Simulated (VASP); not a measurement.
# Nb2Si2O (P-3m1) in VASP: a series of runs, part 2 of 2

VASP 6.6.1. The steps go on from the part before.

### 6 Relaxation of cell and atoms, PBE

This run uses another cell than the first one, of 15.51 Å³/atom.

Contents of INCAR:

```
PREC = Accurate
ENCUT = 600
EDIFF = 1E-6
ISMEAR = 0
SIGMA = 0.1
LREAL = False
LASPH = True
NELM = 100
ALGO = Normal
ISIF = 3
LWAVE = False
LCHARG = False
GGA = PE
IBRION = 2
NSW = 90
EDIFFG = -0.04
```

Contents of KPOINTS:

```
regular mesh
0
Gamma
  6 6 4
```

Contents of POSCAR:

```
Nb2Si2O
1.0
    3.8481668500      0.0000000000      0.0000000000
   -1.9240834200      3.3326102500      0.0000000000
    0.0000000000      0.0000000000      6.0482866800
Nb Si O
2 2 1
Direct
    0.3333333300      0.6666666700      0.2585000100
    0.6666666700      0.3333333300      0.7414999900
    0.3333333300      0.6666666700      0.6438000200
    0.6666666700      0.3333333300      0.3561999800
    0.0000000000      0.0000000000      0.0000000000
```

Potentials or basis: VASP PAW PBE potentials, release 64 (Nb_sv, Si, O).

On the command line:

```
> cat potpaw_PBE.64/Nb_sv/POTCAR potpaw_PBE.64/Si/POTCAR potpaw_PBE.64/O/POTCAR > POTCAR
> mpirun -np 1 vasp_std > vasp.out
```

OUTCAR:

```text
PREC = Accurate
   ENCUT = 600
   EDIFF = 1E-6
   ISMEAR = 0
   LREAL = False
   LASPH = True
   NELM = 100
   ISIF = 3
   GGA = PE
   IBRION = 2
   NSW = 90
   EDIFFG = -0.04

 ion  position               nearest neighbor table
   1  0.333  0.667  0.259-   4 2.30   4 2.30   4 2.30   3 2.33
   2  0.667  0.333  0.741-   3 2.30   3 2.30   3 2.30   4 2.33
   3  0.333  0.667  0.644-   2 2.30   2 2.30   2 2.30   1 2.33   4 2.82   4 2.82   4 2.82
   4  0.667  0.333  0.356-   1 2.30   1 2.30   1 2.30   2 2.33   3 2.82   3 2.82   3 2.82
   5  0.000  0.000  0.000-

  LATTYP: Found a hexagonal cell.
 ALAT       =     3.8481668500
 C/A-ratio  =     1.5717319222

  Lattice vectors:

 A1 = (   3.8481668500,   0.0000000000,   0.0000000000)
 A2 = (  -1.9240834200,   3.3326102500,   0.0000000000)
 A3 = (   0.0000000000,   0.0000000000,   6.0482866800)

Analysis of symmetry for initial positions (statically):
=====================================================================
 Subroutine PRICEL returns:
 Original cell was already a primitive cell.

 Routine SETGRP: Setting up the symmetry group for a
 hexagonal supercell.

 Subroutine GETGRP returns: Found 12 space group operations
 (whereof 12 operations were pure point group operations)
 out of a pool of 24 trial point group operations.

The static configuration has the point symmetry D_3d.

Analysis of symmetry for dynamics (positions and initial velocities):
=====================================================================
 Subroutine PRICEL returns:
 Original cell was already a primitive cell.

 Routine SETGRP: Setting up the symmetry group for a
 hexagonal supercell.

 Subroutine GETGRP returns: Found 12 space group operations
 (whereof 12 operations were pure point group operations)
 out of a pool of 24 trial point group operations.

The dynamic configuration has the point symmetry D_3d.

 Subroutine INISYM returns: Found 12 space group operations
[... 114 lines left out ...]
   NUPDOWN=      -1.0000    fix difference up-down
   EMIN   =  10.00;   EMAX   =-10.00  energy-range for DOS
   EFERMI =   0.00;   METHOD = LEGACY
   ISMEAR =     0;   SIGMA  =   0.10  broadening in eV -4-tet -1-fermi 0-gaus
   EFERMI_NEDOS =   21; number of points for ismear=-14 and -15
   IALGO  =     38    algorithm
   IMIX   =      4    mixing-type and parameters
     AMIX     =   0.40;   BMIX     =  1.00
     AMIX_MAG =   1.60;   BMIX_MAG =  1.00
  volume/ion in A,a.u.               =      15.51       104.69
  Fermi-wavevector in a.u.,A,eV,Ry     =   1.312818  2.480867 23.449525  1.723491
  Thomas-Fermi vector in A             =   2.443184
   LORBIT       =      0    0 simple, 1 ext, 2 COOP (PROOUT), +10 PAW based schemes
   GGA     = PE    functional components
   LHFCALC =     F    Hartree Fock is set to
   AEXX    =    0.0000 exact exchange contribution
   IVDW    =     0    specifies the selected vdW correction
   LEPSILON=     F    determine dielectric tensor
   LRPA    =     F    only Hartree local field effects (RPA)
 conjugate gradient relaxation of ions
 non-spin polarized calculation
 Gauss-broadening in eV      SIGMA  =   0.10
  energy-cutoff  :      600.00
  volume of cell :       77.57
 maximum number of plane-waves:      2623
 NGX is ok and might be reduce to    32
   NGX = 15   NGY = 15   NGZ = 25

--------------------------------------- Ionic step        1  -------------------------------------------

 number of electron      39.9999998 magnetization

 Free energy of the ion-electron system (eV)
  ---------------------------------------------------
  ext. energy  EPLUGINS =         0.00000000
  ---------------------------------------------------
  free energy    TOTEN  =       -32.43492882 eV

  energy without entropy =      -32.40840780  energy(sigma->0) =      -32.42166831

------------------------ aborting loop because EDIFF is reached ----------------------------------------

  FORCE on cell =-STRESS in cart. coord.  units (eV):
  Direction    XX          YY          ZZ          XY          YZ          ZX
  --------------------------------------------------------------------------------------
  -------------------------------------------------------------------------------------
  Total       14.1547367     14.1547367      8.3338388      0.0000000     -0.0000000      0.0000000
  in kB      292.3759122    292.3759122    172.1412256      0.0000004     -0.0000000      0.0000000
  external PRESSURE =     252.2976833 kB  Pullay stress =       0.0000000 kB
[... 1411 lines left out ...]
     23      11.1066      0.00000
     24      11.6064      0.00000

[... ionic steps 4 to 26 ...]

--------------------------------------- Ionic step       27  -------------------------------------------

 number of electron      40.0000006 magnetization

------------------------ aborting loop because EDIFF is reached ----------------------------------------
[... 73 lines left out ...]
--------------------------------------- Ionic step       29  -------------------------------------------

 number of electron      40.0000007 magnetization

 Free energy of the ion-electron system (eV)
  ---------------------------------------------------
  ext. energy  EPLUGINS =         0.00000000
  ---------------------------------------------------
  free energy    TOTEN  =       -39.04562216 eV

  energy without entropy =      -39.03240200  energy(sigma->0) =      -39.03901208

 E-fermi :  10.9620     XC(G=0): -11.8554

 val. band max:       10.9503841411   @ k =   0.1667   0.1667   0.0000
 cond. band min:      11.0813633591   @ k =   0.1667   0.0000   0.5000
 fundamental gap:      0.1309792180
 Fermi energy:        10.9619658251
[... 678 lines left out ...]
  FREE ENERGIE OF THE ION-ELECTRON SYSTEM (eV)
  ---------------------------------------------------
  free  energy   TOTEN  =       -39.0456221638 eV

  energy  without entropy=      -39.0324019981  energy(sigma->0) =      -39.03901208

 reached required accuracy - stopping structural energy minimisation
```

OSZICAR:

```text
N       E                     dE             d eps       ncg     rms          rms(c)
DAV:   1     0.424510401789E+03    0.42451E+03   -0.22814E+04  1152   0.182E+03
DAV:   2     0.572496790634E+01   -0.41879E+03   -0.41327E+03  1360   0.621E+02
DAV:   3    -0.342420376725E+02   -0.39967E+02   -0.38865E+02  2192   0.131E+02
[... 330 lines left out ...]
DAV:   3    -0.390456157121E+02    0.17856E-04   -0.26001E-04  2016   0.127E-01    0.175E-02
DAV:   4    -0.390456169625E+02   -0.12504E-05   -0.47025E-05  1912   0.357E-02    0.105E-02
DAV:   5    -0.390456180662E+02   -0.11038E-05   -0.82279E-06  1816   0.201E-02    0.716E-03
DAV:   6    -0.390456206169E+02   -0.25507E-05   -0.19705E-06  1136   0.105E-02    0.383E-03
DAV:   7    -0.390456222343E+02   -0.16175E-05   -0.14288E-06  1016   0.100E-02    0.610E-04
DAV:   8    -0.390456221638E+02    0.70573E-07   -0.49338E-07   800   0.764E-03
  29 F= -.39045622E+02 E0= -.39039012E+02  d E =-.179274E-03
```

Wall time 11 min (1 thread of AMD EPYC 9R45 (Zen 5), shared host); peak memory 0.23 GiB.

What came out:

```
Free energy                           : -39.0456 eV
Relaxed volume                        : 14.33 Å³/atom
Relaxed cell                          : a = 3.512 Å, b = 3.512 Å, c = 6.707 Å, α = 90.00°, β = 90.00°, γ = 120.00°
Space group after relaxing (to 0.1 Å) : P-3m1 (No. 164)
Energy gained by relaxing             : 1322.1 meV/atom
Ionic steps                           : 29
Pressure after relaxing               : 0.0 GPa
Largest force after relaxing          : 0.040 eV/Å
Band gap on the k mesh                : zero (bands 20 and 21 overlap by 0.86 eV)
```

Forces in eV/Å, atoms in the order of the input:
```
Nb   0.000  0.000  0.040
Nb   0.000  0.000 -0.040
Si   0.000  0.000 -0.001
Si   0.000  0.000  0.001
O    0.000  0.000  0.000
```

The path:
```
step  energy change (eV)  largest force (eV/Å)  pressure (GPa)  volume (Å³)
   1              0.0000                4.2261           25.23        77.57
   2             -0.6198                0.3640          -16.71       108.26
   3             -1.5489                1.6845           -4.47        93.16
   4             -1.5508                1.7603           -3.70        92.54
   5             -2.0049                2.3358           -4.10        89.71
   6             -3.6495                2.6930           -4.69        81.58
   7             -3.0565                5.7568           38.34        66.79
   8             -4.4510                2.4666           -0.81        77.00
   9             -4.8971                2.0340           10.92        71.78
  10             -4.9354                2.0385            6.31        73.19
  11             -5.1094                1.4418            5.16        73.99
  12             -5.1100                1.4730            5.16        73.94
  13             -5.2560                1.1431           -0.50        76.12
  14             -5.3037                0.9275           -5.20        78.34
  15             -5.4526                0.6926           -4.33        77.26
  16             -5.6989                0.7817            0.77        74.07
  17             -5.7905                1.0426            1.30        73.55
  18             -5.9175                2.2430            4.59        71.88
  19             -6.1041                2.1596            2.27        72.42
  20             -6.2408                2.2023           -0.67        73.25
  21             -6.3761                1.7528           -1.16        73.06
  22             -6.5855                0.2339           -1.60        72.52
  23             -6.5897                0.0750           -1.48        72.43
  24             -6.6024                0.1046            0.22        71.66
  25             -6.6042                0.1252            1.18        71.23
  26             -6.6100                0.0688            0.26        71.55
  27             -6.6105                0.0494           -0.07        71.68
  28             -6.6105                0.0486           -0.13        71.69
  29             -6.6107                0.0398           -0.04        71.63
```

Final structure:
```cif
data_structure
_symmetry_space_group_name_H-M 'P 1'
_symmetry_Int_Tables_number 1
_cell_length_a 3.5118
_cell_length_b 3.5118
_cell_length_c 6.7068
_cell_angle_alpha 90.000
_cell_angle_beta 90.000
_cell_angle_gamma 120.000
_cell_volume 71.63
loop_
_atom_site_label
_atom_site_type_symbol
_atom_site_fract_x
_atom_site_fract_y
_atom_site_fract_z
_atom_site_occupancy
Nb1 Nb 0.33333 0.66667 0.15337 1
Nb2 Nb 0.66667 0.33333 0.84663 1
Si1 Si 0.33333 0.66667 0.58585 1
Si2 Si 0.66667 0.33333 0.41415 1
O1 O 0.00000 0.00000 0.00000 1
```

Levels at points of the mesh, in eV from the Fermi level:
```
           k point  band 18  band 19  band 20  band 21  band 22  band 23
(0.00, 0.00, 0.00)    -1.44    -1.44    -1.10     0.88     0.88     0.90
(0.50, 0.00, 0.00)    -2.91    -0.73    -0.10     0.43     1.10     1.50
(0.00, 0.00, 0.50)    -0.93    -0.93    -0.50    -0.23    -0.23     1.42
(0.50, 0.00, 0.50)    -2.96    -0.55    -0.28     0.68     1.38     1.60
```

### 7 Summary

| task | cell | k mesh | cutoff (eV) | smearing | gap on the mesh (eV) | pressure (GPa) | largest force (eV/Å) |
| --- | --- | --- | --- | --- | --- | --- | --- |
| single point | a = 3.514, b = 3.514, c = 6.704 Å, angles 90.0, 90.0, 120.0°, 5 atoms, atomic positions A | 6 × 6 × 4 | 520 | gaussian 0.1 eV | none | -0.2 | 0.02 |
| single point | a = 3.848, b = 3.848, c = 6.048 Å, angles 90.0, 90.0, 120.0°, 5 atoms, atomic positions B | 6 × 6 × 4 | 520 | gaussian 0.1 eV | none | 25.2 | 4.23 |
| single point | a = 3.517, b = 3.517, c = 13.405 Å, angles 90.0, 90.0, 120.0°, 10 atoms, atomic positions C | 6 × 6 × 2 | 520 | gaussian 0.2 eV | none | -0.4 | 0.08 |
| single point | a = 3.517, b = 3.517, c = 6.703 Å, angles 90.0, 90.0, 120.0°, 5 atoms, atomic positions A | 12 × 12 × 6 | 520 | gaussian 0.1 eV | none | -0.2 | 0.01 |
| relaxation of cell and atoms | relaxed from a = 3.848, b = 3.848, c = 6.048 Å, angles 90.0, 90.0, 120.0°, 5 atoms, atomic positions B | 6 × 6 × 4 | 600 | gaussian 0.1 eV | none | 0.0 | 0.04 |

Alike in all rows: level PBE; potentials or basis VASP PAW PBE potentials, release 64 (Nb_sv, Si, O); no spin polarisation.

Caveats: the cell stands under pressure (at least some runs); forces of over 1 eV/Å act on the atoms, so gaps and moduli don't describe the material at rest (at least some runs).

Total energies depend on the potentials used, so only differences within one code and one set of settings carry meaning.
